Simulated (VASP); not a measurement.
A run of VASP 6.6.1:

File INCAR:

```
SYSTEM = CdTe
PREC = Accurate
ENCUT = 520
EDIFF = 1E-7
ISMEAR = 0
SIGMA = 0.01
LREAL = .FALSE.
LASPH = .TRUE.
NELM = 100
ALGO = Normal
ISIF = 2
LWAVE = .FALSE.
LCHARG = .TRUE.
LDIPOL = .TRUE.
IDIPOL = 3
DIPOL = 0.5 0.5 0.500
GGA = PS
LELF = .TRUE.
LVHAR = .TRUE.
LVACPOTAV = .TRUE.
NBANDS = 36
```

The input KPOINTS:

```
regular mesh
0
G
  6 6 1
  0 0 0
```

The input POSCAR:

```
CdTe
1.0
    4.5886584790      0.0000000000      0.0000000000
   -2.2943292395      3.9738948121      0.0000000000
    0.0000000000      0.0000000000     23.4299039080
Te Cd
3 3
Direct
    0.0000000000      0.0000000000      0.3201037456
    0.3333333333      0.6666666667      0.4800115273
    0.6666666667      0.3333333333      0.6399193090
    0.3333333333      0.6666666667      0.3600806910
    0.6666666667      0.3333333333      0.5199884727
    0.0000000000      0.0000000000      0.6798962544
```

Potentials or basis: VASP PAW PBE potentials, release 64 (Te, Cd).

The run is started by

```console
$ cat potpaw_PBE.64/Te/POTCAR potpaw_PBE.64/Cd/POTCAR > POTCAR
$ mpirun -np 1 vasp_std > vasp.out
```

Hardware: 1 thread of Intel Xeon 8259CL (shared host).

Task: How long does it take, and how much memory?

Result: Wall time 11 min on 1 thread of Intel Xeon 8259CL, with other jobs on the host, peak memory 0.54 GiB. Counts: scf iterations 45, k points 7.
